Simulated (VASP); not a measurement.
# AlN in VASP: further runs, part 2 of 2

VASP 6.6.1. Earlier steps stand in the parts before.

**4. Relaxation of cell and atoms, r2SCAN**

The input, POSCAR:

```
AlN
1.0
    3.1130000000      0.0000000000      0.0000000000
   -1.5565000000      2.6959370820      0.0000000000
    0.0000000000      0.0000000000      4.9810000000
Al N
2 2
Direct
    0.6666666667      0.3333333333      0.5000000000
    0.3333333333      0.6666666667      0.0000000000
    0.6666666667      0.3333333333      0.8800000000
    0.3333333333      0.6666666667      0.3800000000
```

The input, INCAR.step1:

```
SYSTEM = AlN
PREC     = Accurate       ! precision mode
ENCUT    = 600            ! plane-wave cutoff, eV
ISMEAR   = -1             ! smearing method
SIGMA    = 0.05           ! smearing width, eV
LREAL    = .FALSE.        ! projectors in reciprocal space
LASPH    = .TRUE.         ! aspherical terms in the spheres
NELM     = 100            ! most SCF steps
GGA      = PE             ! functional
ALGO     = Normal         ! electronic algorithm
EDIFF    = 1E-4           ! SCF threshold, eV
LWAVE    = .TRUE.         ! write WAVECAR
LCHARG   = .FALSE.        ! write CHGCAR
```

The input, INCAR.step2:

```
SYSTEM = AlN
PREC     = Accurate       ! precision mode
ENCUT    = 600            ! plane-wave cutoff, eV
EDIFF    = 1E-6           ! SCF threshold, eV
ISMEAR   = -1             ! smearing method
SIGMA    = 0.05           ! smearing width, eV
LREAL    = .FALSE.        ! projectors in reciprocal space
LASPH    = .TRUE.         ! aspherical terms in the spheres
NELM     = 100            ! most SCF steps
ALGO     = Normal         ! electronic algorithm
ISIF     = 3              ! what is computed and relaxed
LWAVE    = .FALSE.        ! write WAVECAR
LCHARG   = .FALSE.        ! write CHGCAR
METAGGA  = R2SCAN         ! meta-GGA
LMIXTAU  = .TRUE.       
IBRION   = 2              ! ionic algorithm
NSW      = 60             ! ionic steps
EDIFFG   = -0.01          ! ionic threshold
ISTART   = 1
```

The input, KPOINTS:

```
regular mesh
0
G
  10 10 6
  0 0 0
```

Potentials or basis: VASP PAW PBE potentials, release 64 (Al, N).

Command:

```console
cat potpaw_PBE.64/Al/POTCAR potpaw_PBE.64/N/POTCAR > POTCAR
cp INCAR.step1 INCAR
mpirun -np 1 vasp_std > vasp.out
cp INCAR.step2 INCAR
mpirun -np 1 vasp_std > vasp.out
```

OUTCAR:

```text
SYSTEM = AlN
   PREC = Accurate
   ENCUT = 600
   EDIFF = 1E-6
   ISMEAR = -1
   LREAL = .FALSE.
   LASPH = .TRUE.
   NELM = 100
   ISIF = 3
   METAGGA = R2SCAN
   IBRION = 2
   NSW = 60
   EDIFFG = -0.01
   ISTART = 1

 ion  position               nearest neighbor table
   1  0.667  0.333  0.500-   3 1.89   4 1.89   4 1.89   4 1.89   2 3.07   2 3.07   2 3.07   2 3.07
                             2 3.07   2 3.07
   2  0.333  0.667  0.000-   4 1.89   3 1.89   3 1.89   3 1.89   1 3.07   1 3.07   1 3.07   1 3.07
                             1 3.07   1 3.07
   3  0.667  0.333  0.880-   1 1.89   2 1.89   2 1.89   2 1.89
   4  0.333  0.667  0.380-   2 1.89   1 1.89   1 1.89   1 1.89

  LATTYP: Found a hexagonal cell.
 ALAT       =     3.1130000000
 C/A-ratio  =     1.6000642467

  Lattice vectors:

 A1 = (   3.1130000000,   0.0000000000,   0.0000000000)
 A2 = (  -1.5565000000,   2.6959370820,   0.0000000000)
 A3 = (   0.0000000000,   0.0000000000,   4.9810000000)

Analysis of symmetry for initial positions (statically):
=====================================================================
 Subroutine PRICEL returns:
 Original cell was already a primitive cell.

 Routine SETGRP: Setting up the symmetry group for a
 hexagonal supercell.

 Subroutine GETGRP returns: Found 12 space group operations
 (whereof  6 operations were pure point group operations)
 out of a pool of 24 trial point group operations.

The static configuration has the point symmetry C_3v.
 The point group associated with its full space group is C_6v.

Analysis of symmetry for dynamics (positions and initial velocities):
=====================================================================
 Subroutine PRICEL returns:
 Original cell was already a primitive cell.

 Routine SETGRP: Setting up the symmetry group for a
 hexagonal supercell.

 Subroutine GETGRP returns: Found 12 space group operations
 (whereof  6 operations were pure point group operations)
 out of a pool of 24 trial point group operations.

The dynamic configuration has the point symmetry C_3v.
 The point group associated with its full space group is C_6v.

 Subroutine INISYM returns: Found 12 space group operations
 (whereof  6 operations are pure point group operations),
 and found     1 'primitive' translations

----------------------------------------------------------------------------------------

                                     Primitive cell

  volume of cell :      41.8028

  direct lattice vectors                    reciprocal lattice vectors
     3.113000000  0.000000000  0.000000000     0.321233537  0.185464269  0.000000000
    -1.556500000  2.695937082  0.000000000     0.000000000  0.370928538  0.000000000
     0.000000000  0.000000000  4.981000000     0.000000000  0.000000000  0.200762899

  length of vectors
     3.113000000  3.113000000  4.981000000     0.370928538  0.370928538  0.200762899

  position of ions in fractional coordinates (direct lattice)
     0.666666667  0.333333333  0.500000000
     0.333333333  0.666666667  0.000000000
     0.666666667  0.333333333  0.880000000
     0.333333333  0.666666667  0.380000000
[... 68 lines left out ...]
   NGXF,Y,Z  is equivalent  to a cutoff of  29.91, 29.91, 26.70 a.u.
 SYSTEM =  AlN
   PREC   = accura    normal or accurate (medium, high low for compatibility)
   ISTART =      1    job   : 0-new  1-cont  2-samecut
   ICHARG =      0    charge: 1-file 2-atom 10-const
   ISPIN  =      1    spin polarized calculation?
   LNONCOLLINEAR =      F non collinear calculations
   LSORBIT =      F    spin-orbit coupling
   LASPH  =      T    aspherical Exc in radial PAW
   ENCUT  =  600.0 eV  44.10 Ry    6.64 a.u.   6.22  6.22  9.95*2*pi/ulx,y,z
   NELM   =    100;   NELMIN=  2; NELMDL=  0     # of ELM steps
   EDIFF  = 0.1E-05   stopping-criterion for ELM
   LREAL  =      F    real-space projection
   EDIFFG = -.1E-01   stopping-criterion for IOM
   NSW    =     60    number of steps for IOM
   IBRION =      2    ionic relax: 0-MD 1-quasi-New 2-CG
   NFREE  =      1    steps in history (QN), initial steepest desc. (CG)
   ISIF   =      3    stress and relaxation
   ISYM   =      2    0-nonsym 1-usesym 2-fastsym
   POTIM  = 0.5000    time-step for ionic-motion
   TEBEG  =    0.0;   TEEND  =   0.0 temperature during run
   PSTRESS=    0.0 pullay stress
   NELECT =      16.0000    total number of electrons
   NUPDOWN=      -1.0000    fix difference up-down
   EMIN   =  10.00;   EMAX   =-10.00  energy-range for DOS
   EFERMI =   0.00;   METHOD = LEGACY
   ISMEAR =    -1;   SIGMA  =   0.05  broadening in eV -4-tet -1-fermi 0-gaus
   EFERMI_NEDOS =   21; number of points for ismear=-14 and -15
   IALGO  =     38    algorithm
   IMIX   =      4    mixing-type and parameters
     AMIX     =   0.40;   BMIX     =  1.00
     AMIX_MAG =   1.60;   BMIX_MAG =  1.00
  volume/ion in A,a.u.               =      10.45        70.52
  Fermi-wavevector in a.u.,A,eV,Ry     =   1.188629  2.246183 19.222843  1.412839
  Thomas-Fermi vector in A             =   2.324754
   LORBIT       =      0    0 simple, 1 ext, 2 COOP (PROOUT), +10 PAW based schemes
   METAGGA = R2SCAN    functional components
   LHFCALC =     F    Hartree Fock is set to
   AEXX    =    0.0000 exact exchange contribution
   IVDW    =     0    specifies the selected vdW correction
   LEPSILON=     F    determine dielectric tensor
   LRPA    =     F    only Hartree local field effects (RPA)
 conjugate gradient relaxation of ions
 non-spin polarized calculation
  energy-cutoff  :      600.00
  volume of cell :       41.80
 maximum number of plane-waves:      1412
 NGX is ok and might be reduce to    28
   NGX = 13   NGY = 13   NGZ = 19

--------------------------------------- Ionic step        1  -------------------------------------------

 number of electron      16.0000000 magnetization

 Free energy of the ion-electron system (eV)
  ---------------------------------------------------
  ext. energy  EPLUGINS =         0.00000000
  ---------------------------------------------------
  free energy    TOTEN  =       -38.45373157 eV

  energy without entropy =      -38.45373157  energy(sigma->0) =      -38.45373157

------------------------ aborting loop because EDIFF is reached ----------------------------------------

  FORCE on cell =-STRESS in cart. coord.  units (eV):
  Direction    XX          YY          ZZ          XY          YZ          ZX
  --------------------------------------------------------------------------------------
  -------------------------------------------------------------------------------------
  Total       -0.4824189     -0.4824189     -0.0079124      0.0000000      0.0000000      0.0000000
  in kB      -18.4896821    -18.4896821     -0.3032605      0.0000000      0.0000000      0.0000000
  external PRESSURE =     -12.4275416 kB  Pullay stress =       0.0000000 kB
[... 177 lines left out ...]
--------------------------------------- Ionic step        6  -------------------------------------------

 number of electron      15.9999999 magnetization

 Free energy of the ion-electron system (eV)
  ---------------------------------------------------
  ext. energy  EPLUGINS =         0.00000000
  ---------------------------------------------------
  free energy    TOTEN  =       -38.45591641 eV

  energy without entropy =      -38.45591641  energy(sigma->0) =      -38.45591641

 E-fermi :   6.9542     XC(G=0): -11.4241

 val. band max:        5.9295270542   @ k =   0.0000   0.0000   0.0000
 cond. band min:      10.8684411163   @ k =   0.0000   0.0000   0.0000
 fundamental gap:      4.9389140620
 Fermi energy:         6.9542119897

 k-point     1 :       0.0000    0.0000    0.0000
  band No.  band energies     occupation
      1     -10.0573      2.00000
      2      -7.9327      2.00000
      3      -0.1454      2.00000
      4       5.0517      2.00000
      5       5.0517      2.00000
      6       5.7110      2.00000
      7       5.7110      2.00000
      8       5.9295      2.00000
      9      10.8684      0.00000
     10      13.4940      0.00000
     11      17.5575      0.00000
     12      17.9965      0.00000
[... 331 lines left out ...]
 k-point    24 :       0.4000    0.1000    0.1667
  band No.  band energies     occupation
      1      -8.0834      2.00000
      2      -7.4316      2.00000
      3       0.4551      2.00000
      4       1.4786      2.00000
      5       2.8224      2.00000
      6       3.6097      2.00000
      7       4.4964      2.00000
      8       4.8394      2.00000
      9      12.1398      0.00000
     10      13.1409      0.00000
     11      15.6699      0.00000
     12      16.6514      0.00000

 [... further k-points ...]

------------------------ aborting loop because EDIFF is reached ----------------------------------------

  FORCE on cell =-STRESS in cart. coord.  units (eV):
  Direction    XX          YY          ZZ          XY          YZ          ZX
  --------------------------------------------------------------------------------------
  -------------------------------------------------------------------------------------
  Total        0.0246000      0.0246000     -0.0170034      0.0000000      0.0000000     -0.0000000
  in kB        0.9487121      0.9487121     -0.6557463      0.0000000      0.0000000     -0.0000000
  external PRESSURE =       0.4138926 kB  Pullay stress =       0.0000000 kB
[... 19 lines left out ...]
  FREE ENERGIE OF THE ION-ELECTRON SYSTEM (eV)
  ---------------------------------------------------
  free  energy   TOTEN  =       -38.4559164108 eV

  energy  without entropy=      -38.4559164108  energy(sigma->0) =      -38.45591641

 reached required accuracy - stopping structural energy minimisation
```

Run time: 6.1 min. Hardware: 1 thread of Intel Xeon Platinum 8488C (Sapphire Rapids), shared host; peak memory 0.2 GiB.

Results:

```
Free energy                           : -38.4559 eV
Relaxed volume                        : 10.39 Å³/atom
Relaxed cell                          : a = 3.104 Å, b = 3.104 Å, c = 4.978 Å, α = 90.00°, β = 90.00°, γ = 120.00°
Space group after relaxing (to 0.1 Å) : P6_3mc (No. 186)
Energy gained by relaxing             : 0.5 meV/atom
Ionic steps                           : 6
Pressure after relaxing               : 0.0 GPa
Largest force after relaxing          : 0.004 eV/Å
Band gap on the k mesh                : 4.94 eV
```

Forces on the atoms (eV/Å):
```
Al   0.000  0.000 -0.004
Al   0.000  0.000 -0.004
N    0.000  0.000  0.004
N    0.000  0.000  0.004
```

The path:
```
step  energy change (eV)  largest force (eV/Å)  pressure (GPa)  volume (Å³)
   1              0.0000                0.1251           -1.24        41.80
   2              0.0001                0.0987            1.27        41.31
   3             -0.0021                0.0146           -0.03        41.56
   4             -0.0021                0.0117           -0.02        41.56
   5             -0.0021                0.0097            0.02        41.55
   6             -0.0022                0.0042            0.04        41.54
```

Final structure:
```xyz
4
Lattice="3.1044 0.0000 0.0000 -1.5522 2.6885 0.0000 0.0000 0.0000 4.9777" Properties=species:S:1:pos:R:3 pbc="T T T"
Al    1.5522    0.8962    2.4851
Al    0.0000    1.7923    4.9740
N     1.5522    0.8962    4.3840
N     0.0000    1.7923    1.8952
```

Levels at points of the mesh, in eV from the valence-band top:
```csv
k point,band 5,band 6,band 7,band 8,band 9,band 10,band 11,band 12
"(0.00, 0.00, 0.00)",-0.88,-0.22,-0.22,0.00,4.94,7.56,11.63,12.07
"(0.50, 0.00, 0.00)",-3.39,-2.13,-1.77,-0.70,6.45,6.58,9.07,11.27
"(0.00, 0.00, 0.50)",-0.56,-0.56,-0.56,-0.56,7.28,7.28,11.33,11.33
"(0.50, 0.00, 0.50)",-1.49,-1.49,-1.39,-1.39,6.01,6.01,10.16,10.16
```

Caveat: the PAW data sets were made with another functional, which shifts forces and pressure a little.

**5. Single point, rSCAN (last atom moved by 0.04 Å along z, cell strained by +1.0% along z)**

The input, INCAR:

```
  ALGO = Normal
  EDIFF = 1E-7
  EFERMI = MIDGAP
  ENCUT = 840
  GGA_COMPAT = F
  ISIF = 2
  ISMEAR = 0
  KPAR = 2
  LASPH = T
  LCHARG = F
  LMIXTAU = T
  LREAL = F
  LWAVE = F
  METAGGA = RSCAN
  NBANDS = 32
  NELM = 120
  PREC = Accurate
  SIGMA = 0.03
```

The input, KPOINTS:

```
Automatic mesh
0
Gamma
  16 16 9
  0 0 0
```

The input, POSCAR:

```
AlN
1.0
    3.1130000000      0.0000000000      0.0000000000
   -1.5565000000      2.6959370820      0.0000000000
    0.0000000000      0.0000000000      5.0308100000
Al N
2 2
Direct
    0.6666666700      0.3333333300      0.5000000000
    0.3333333300      0.6666666700      0.0000000000
    0.6666666700      0.3333333300      0.8800000000
    0.3333333300      0.6666666700      0.3880305200
```

Command:

```console
cat potpaw_PBE.64/Al/POTCAR potpaw_PBE.64/N/POTCAR > POTCAR
mpirun -np 2 vasp_std > vasp.out
```

It took 24 min on 2 MPI ranks of Intel Xeon Platinum 8488C (Sapphire Rapids), shared host; peak memory 0.53 GiB.

The run converged. Its results:

- Free energy: -42.7504 eV
- Pressure: -3.9 GPa
- Largest force: 0.746 eV/Å
- Band gap on the k mesh: 4.76 eV

Forces in eV/Å, atoms in the order of the input:
```
Al   0.000  0.000  0.267
Al   0.000  0.000  0.174
N    0.000  0.000  0.305
N    0.000  0.000 -0.746
```

Stress tensor (GPa, compression positive):
```
-2.38  0.00  0.00
 0.00 -2.38  0.00
 0.00  0.00 -6.82
```

Levels at points of the mesh, in eV from the valence-band top:
```
           k point  band 4  band 5  band 6  band 7  band 8  band 9  band 10  band 11  band 12  band 13
(0.00, 0.00, 0.00)   -0.88   -0.88   -0.24   -0.24    0.00    4.76     7.46    11.43    11.98    11.98
(0.50, 0.00, 0.00)   -4.24   -3.34   -2.11   -1.73   -0.74    6.37     6.55     8.87    11.09    11.65
```

Caveat: the cell differs from its parent crystal (last atom moved by 0.04 Å along z, cell strained by +1.0% along z); the cell stands under tension; the PAW data sets were made with another functional, which shifts forces and pressure a little; an odd mesh through Γ misses points on the zone boundary, where band edges can lie.

**6. Single point, rSCAN (last atom moved by 0.04 Å along z, cell strained by +1.0% along z)**

Changes to INCAR since step 5:

```diff
@@ -1,3 +1,3 @@
   ALGO = Normal
-  EDIFF = 1E-7
+  EDIFF = 1E-5
   EFERMI = MIDGAP
@@ -16,3 +16,3 @@
   NELM = 120
-  PREC = Accurate
+  PREC = Normal
   SIGMA = 0.03
```

The input, KPOINTS:

```
Automatic mesh
0
Gamma
  8 8 5
  0 0 0
```

POSCAR is that of step 5.

Potentials or basis: VASP PAW PBE potentials, release 64 (Al, N).

Command:

```console
cat potpaw_PBE.64/Al/POTCAR potpaw_PBE.64/N/POTCAR > POTCAR
mpirun -np 2 vasp_std > vasp.out
```

It took 94 s on 2 MPI ranks of Intel Xeon Platinum 8488C (Sapphire Rapids), shared host; peak memory 0.2 GiB.

The run converged. Its results:

| Quantity | Value |
| --- | --- |
| Free energy | -42.7504 eV |
| Pressure | -3.9 GPa |
| Largest force | 0.746 eV/Å |
| Band gap on the k mesh | 4.75 eV |

Forces in eV/Å, atoms in the order of the input:
```
Al   0.000  0.000  0.267
Al   0.000  0.000  0.174
N    0.000  0.000  0.305
N    0.000  0.000 -0.746
```

Stress tensor (GPa, compression positive):
```
-2.43  0.00  0.00
 0.00 -2.43  0.00
 0.00  0.00 -6.87
```

Levels at points of the mesh, in eV from the valence-band top:
```
           k point  band 6  band 7  band 8  band 9  band 10  band 11
(0.00, 0.00, 0.00)   -0.24   -0.24    0.00    4.75     7.46    11.43
(0.50, 0.00, 0.00)   -2.11   -1.73   -0.74    6.37     6.55     8.87
```

Caveat: the cell differs from its parent crystal (last atom moved by 0.04 Å along z, cell strained by +1.0% along z); the cell stands under tension; the PAW data sets were made with another functional, which shifts forces and pressure a little.

**7. The runs side by side**

| task | level | cell | k mesh | cutoff (eV) | smearing | dipole correction | tolerance level | purpose | gap on the mesh (eV) | pressure (GPa) | largest force (eV/Å) |
| --- | --- | --- | --- | --- | --- | --- | --- | --- | --- | --- | --- |
| single point | revPBE | a = 3.113, b = 3.113, c = 4.981 Å, angles 90.0, 90.0, 120.0°, 4 atoms, atomic positions A | 10 × 10 × 6 | 520 | fermi-dirac 0.05 eV | no | - | - | 4.26 | 5.9 | 0.14 |
| single point | r2SCAN | a = 3.107, b = 3.107, c = 4.979 Å, angles 90.0, 90.0, 120.0°, 4 atoms, atomic positions A | 10 × 10 × 6 | 520 | fermi-dirac 0.05 eV | no | - | - | 4.92 | -0.4 | - |
| relaxation of cell and atoms | r2SCAN | relaxed from a = 3.113, b = 3.113, c = 4.981 Å, angles 90.0, 90.0, 120.0°, 4 atoms, atomic positions A | 10 × 10 × 6 | 600 | fermi-dirac 0.05 eV | no | - | - | 4.94 | 0.0 | - |
| single point | rSCAN | a = 3.113, b = 3.113, c = 5.031 Å, angles 90.0, 90.0, 120.0°, 4 atoms, atomic positions B | 16 × 16 × 9 | 840 | gaussian 0.03 eV | - | tight | all | 4.76 | -3.9 | 0.75 |
| single point | rSCAN | a = 3.113, b = 3.113, c = 5.031 Å, angles 90.0, 90.0, 120.0°, 4 atoms, atomic positions B | 8 × 8 × 5 | 840 | gaussian 0.03 eV | - | tight | all | 4.75 | -3.9 | 0.75 |

Alike in all rows: potentials or basis VASP PAW PBE potentials, release 64 (Al, N); no spin polarisation.

Caveats: the PAW data sets were made with another functional, which shifts forces and pressure a little; the cell stands under tension (at least some runs); the cell stands under pressure (at least some runs); an odd mesh through Γ misses points on the zone boundary, where band edges can lie (at least some runs).

Absolute energies hang on the potentials; compare differences alone.

**8. How close it comes**

Step 3. Against the measured gap of AlN, 6.034 eV (an exciton energy, a little under the gap; 10 K; quoted in “Self-assembly of well-separated AlN nanowires directly on sputtered metallic TiN films”, 2019, arxiv:1910.07391), the calculated 4.92 eV is off by -1.11 eV. 2 values of this kind are on record (6.034 to 6.0343 eV); this one was drawn at random. The value is that of r2SCAN on a finite k mesh, which can miss the band edges, without temperature or zero-point motion.
